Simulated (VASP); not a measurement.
# Sb (R-3m) in VASP: further runs, part 2 of 2

VASP 6.6.1. Earlier steps stand in the parts before.

## Step 4: Single point, PBE+D3(BJ)

File POSCAR:

```
Sb
1.0
    2.1616083255      1.2480051486      3.6796745288
   -2.1616083255      1.2480051486      3.6796745288
    0.0000000000     -2.4960102972      3.6796745288
Sb
2
Direct
    0.2361487235      0.2361487235      0.2361487235
    0.7638512765      0.7638512765      0.7638512765
```

File INCAR.step1:

```
SYSTEM = Sb
ALGO = Normal
EDIFF = 1E-6
ENCUT = 520
GGA = PE
ISIF = 2
ISMEAR = 0
IVDW = 12
LASPH = .True.
LCHARG = .True.
LREAL = .False.
LWAVE = .False.
NBANDS = 12
NELM = 60
PREC = Accurate
SIGMA = 0.1
```

File KPOINTS.step1:

```
k-points
0
Gamma
  12 12 12
  0 0 0
```

File INCAR.step2:

```
SYSTEM = Sb
ALGO = Normal
EDIFF = 1E-6
ENCUT = 520
GGA = PE
ICHARG = 11
ISIF = 2
ISMEAR = -5
IVDW = 12
LASPH = .True.
LCHARG = .False.
LORBIT = 11
LREAL = .False.
LWAVE = .False.
NBANDS = 12
NEDOS = 2001
NELM = 60
PREC = Accurate
SIGMA = 0.1
```

File KPOINTS.step2:

```
k-points
0
Gamma
  18 18 18
  0 0 0
```

Potentials or basis: VASP PAW PBE potentials, release 64 (Sb).

Started as:

```console
$ cat potpaw_PBE.64/Sb/POTCAR > POTCAR
$ cp INCAR.step1 INCAR
$ cp KPOINTS.step1 KPOINTS
$ mpirun -np 1 vasp_std > vasp.out
$ cp INCAR.step2 INCAR
$ cp KPOINTS.step2 KPOINTS
$ mpirun -np 1 vasp_std > vasp.out
```

OUTCAR:

```text
SYSTEM = Sb
   EDIFF = 1E-6
   ENCUT = 520
   GGA = PE
   ICHARG = 11
   ISIF = 2
   ISMEAR = -5
   IVDW = 12
   LASPH = .True.
   LORBIT = 11
   LREAL = .False.
   NELM = 60
   PREC = Accurate
 IVDW          = 12

 ion  position               nearest neighbor table
   1  0.236  0.236  0.236-   2 2.93   2 2.93   2 2.93   2 3.29   2 3.29   2 3.29
   2  0.764  0.764  0.764-   1 2.93   1 2.93   1 2.93   1 3.29   1 3.29   1 3.29

  LATTYP: Found a trigonal (rhomboedric) cell.
 ALAT       =     4.4463549163
 COS(alpha) =     0.5273107207

  Lattice vectors:

 A1 = (   2.1616083255,   1.2480051486,   3.6796745288)
 A2 = (  -2.1616083255,   1.2480051486,   3.6796745288)
 A3 = (   0.0000000000,  -2.4960102972,   3.6796745288)

Analysis of symmetry for initial positions (statically):
=====================================================================
 Subroutine PRICEL returns:
 Original cell was already a primitive cell.

 Routine SETGRP: Setting up the symmetry group for a
 trigonal (rhombohedral) supercell.

 Subroutine GETGRP returns: Found 12 space group operations
 (whereof 12 operations were pure point group operations)
 out of a pool of 12 trial point group operations.

The static configuration has the point symmetry D_3d.

Analysis of symmetry for dynamics (positions and initial velocities):
=====================================================================
 Subroutine PRICEL returns:
 Original cell was already a primitive cell.

 Routine SETGRP: Setting up the symmetry group for a
 trigonal (rhombohedral) supercell.

 Subroutine GETGRP returns: Found 12 space group operations
 (whereof 12 operations were pure point group operations)
 out of a pool of 12 trial point group operations.

The dynamic configuration has the point symmetry D_3d.

 Subroutine INISYM returns: Found 12 space group operations
 (whereof 12 operations are pure point group operations),
 and found     1 'primitive' translations

----------------------------------------------------------------------------------------

                                     Primitive cell

  volume of cell :      59.5599

  direct lattice vectors                    reciprocal lattice vectors
     2.161608326  1.248005149  3.679674529     0.231309250  0.133546458  0.090587722
    -2.161608326  1.248005149  3.679674529    -0.231309250  0.133546458  0.090587722
     0.000000000 -2.496010297  3.679674529     0.000000000 -0.267092915  0.090587722

  length of vectors
     4.446354916  4.446354916  4.446354916     0.282036807  0.282036807  0.282036807

  position of ions in fractional coordinates (direct lattice)
     0.236148724  0.236148724  0.236148724
     0.763851276  0.763851276  0.763851276

  ion indices of the primitive-cell ions
   primitive index   ion index
                 1           1
                 2           2

----------------------------------------------------------------------------------------

 KPOINTS: k-points

Automatic generation of k-mesh.
 Grid dimensions read from file:
 generate k-points for:   18   18   18

 Generating k-lattice:

  Cartesian coordinates                     Fractional coordinates (reciprocal lattice)
     0.012850514  0.007419248  0.005032651     0.055555556  0.000000000  0.000000000
    -0.012850514  0.007419248  0.005032651     0.000000000  0.055555556  0.000000000
[... 51 lines left out ...]
   PREC   = accura    normal or accurate (medium, high low for compatibility)
   ISTART =      0    job   : 0-new  1-cont  2-samecut
   ICHARG =     11    charge: 1-file 2-atom 10-const
   ISPIN  =      1    spin polarized calculation?
   LNONCOLLINEAR =      F non collinear calculations
   LSORBIT =      F    spin-orbit coupling
   LASPH  =      T    aspherical Exc in radial PAW
   ENCUT  =  520.0 eV  38.22 Ry    6.18 a.u.   8.27  8.27  8.27*2*pi/ulx,y,z
   NELM   =     60;   NELMIN=  2; NELMDL=  0     # of ELM steps
   EDIFF  = 0.1E-05   stopping-criterion for ELM
   LREAL  =      F    real-space projection
   EDIFFG = 0.1E-04   stopping-criterion for IOM
   NSW    =      0    number of steps for IOM
   IBRION =     -1    ionic relax: 0-MD 1-quasi-New 2-CG
   NFREE  =      0    steps in history (QN), initial steepest desc. (CG)
   ISIF   =      2    stress and relaxation
   ISYM   =      2    0-nonsym 1-usesym 2-fastsym
   POTIM  = 0.5000    time-step for ionic-motion
   TEBEG  =    0.0;   TEEND  =   0.0 temperature during run
   PSTRESS=    0.0 pullay stress
   NELECT =      10.0000    total number of electrons
   NUPDOWN=      -1.0000    fix difference up-down
   EMIN   =  10.00;   EMAX   =-10.00  energy-range for DOS
   EFERMI =   0.00;   METHOD = LEGACY
   ISMEAR =    -5;   SIGMA  =   0.10  broadening in eV -4-tet -1-fermi 0-gaus
   EFERMI_NEDOS =   21; number of points for ismear=-14 and -15
   IALGO  =     38    algorithm
   IMIX   =      4    mixing-type and parameters
     AMIX     =   0.40;   BMIX     =  1.00
     AMIX_MAG =   1.60;   BMIX_MAG =  1.00
  volume/ion in A,a.u.               =      29.78       200.97
  Fermi-wavevector in a.u.,A,eV,Ry     =   0.903144  1.706694 11.097842  0.815668
  Thomas-Fermi vector in A             =   2.026433
   LORBIT       =     11    0 simple, 1 ext, 2 COOP (PROOUT), +10 PAW based schemes
   GGA     = PE    functional components
   LHFCALC =     F    Hartree Fock is set to
   AEXX    =    0.0000 exact exchange contribution
   IVDW    =    12    specifies the selected vdW correction
   LEPSILON=     F    determine dielectric tensor
   LRPA    =     F    only Hartree local field effects (RPA)
 non-spin polarized calculation
 Fermi weights with tetrahedron method with Bloechl corrections
  energy-cutoff  :      520.00
  volume of cell :       59.56
 maximum number of plane-waves:      1619
 NGX is ok and might be reduce to    36

 number of electron      10.0000000 magnetization

 Free energy of the ion-electron system (eV)
  ---------------------------------------------------
  ext. energy  EPLUGINS =         0.00000000
  ---------------------------------------------------
  free energy    TOTEN  =        -8.24245189 eV

  energy without entropy =       -8.24245189  energy(sigma->0) =       -8.24245189

 E-fermi :   7.3940     XC(G=0):  -9.6023

 val. band max:        7.5037652338   @ k =   0.3333   0.1667   0.1667
 cond. band min:       7.2619849745   @ k =   0.5000   0.0000  -0.0000
 fundamental gap:     -0.2417802594
 Fermi energy:         7.3940046713

 k-point     1 :       0.0000    0.0000    0.0000
  band No.  band energies     occupation
      1      -5.3240      2.00000
      2       2.7325      2.00000
      3       5.4507      2.00000
      4       5.5920      2.00000
      5       5.5920      2.00000
      6       9.7627      0.00000
      7      10.2480      0.00000
      8      10.2480      0.00000
      9      12.3633      0.00000
     10      12.3633      0.00000
     11      12.5240      0.00000
     12      14.0311      0.00000
[... 331 lines left out ...]
 k-point    24 :      -0.2222    0.0556    0.0000
  band No.  band energies     occupation
      1      -4.6505      2.00000
      2       0.5190      2.00000
      3       5.0732      2.00000
      4       5.8878      2.00000
      5       6.5153      2.00000
      6       8.4094      0.00000
      7       8.4838      0.00000
      8       9.7359      0.00000
      9      12.1020      0.00000
     10      12.8484      0.00000
     11      13.7879      0.00000
     12      16.3279      0.00000

 [... further k-points ...]

------------------------ aborting loop because EDIFF is reached ----------------------------------------

 Edisp (eV)   -0.95916

 E8    (eV) :    -0.4475

  FORCE on cell =-STRESS in cart. coord.  units (eV):
  Direction    XX          YY          ZZ          XY          YZ          ZX
  --------------------------------------------------------------------------------------
  -------------------------------------------------------------------------------------
  Total       0.03277     0.03277     0.02864    -0.00000     0.00000     0.00000
  in kB       0.88151     0.88151     0.77051    -0.00000     0.00000     0.00000
  external pressure =        0.84 kB  Pullay stress =        0.00 kB

 VOLUME and BASIS-vectors are now :
 -----------------------------------------------------------------------------
  energy-cutoff  :      520.00
  volume of cell :       59.56
      direct lattice vectors                 reciprocal lattice vectors
     2.161608326  1.248005149  3.679674529     0.231309250  0.133546458  0.090587722
    -2.161608326  1.248005149  3.679674529    -0.231309250  0.133546458  0.090587722
     0.000000000 -2.496010297  3.679674529     0.000000000 -0.267092915  0.090587722

 POSITION                                       TOTAL-FORCE (eV/Angst)
 -----------------------------------------------------------------------------------
      0.00000      0.00000      2.60685         0.000000      0.000000      0.055668
      0.00000      0.00000      8.43217         0.000000     -0.000000     -0.055668
 -----------------------------------------------------------------------------------
    total drift:                               -0.000000     -0.000000      0.000000

  FREE ENERGIE OF THE ION-ELECTRON SYSTEM (eV)
  ---------------------------------------------------
  free  energy   TOTEN  =        -9.2016151219 eV

  energy  without entropy=       -9.2016151219  energy(sigma->0) =       -9.20161512

 total charge

# of ion       s       p       d       tot
------------------------------------------
    1        1.213   1.148   0.037   2.398
    2        1.213   1.148   0.037   2.398
--------------------------------------------------
tot          2.426   2.296   0.073   4.796
```

Wall time 5.3 min (1 thread of Intel Xeon 8259CL, shared host); peak memory 0.49 GiB.

What came out:

| Item | Value |
| --- | --- |
| Valence electrons inside the program's atomic spheres | Sb 2.40 |
| Dispersion energy per atom | -0.480 eV |

Caveat: spin-orbit coupling is left out, which moves the levels of the heavy elements; tetrahedron occupations give inexact forces and stress in metals.
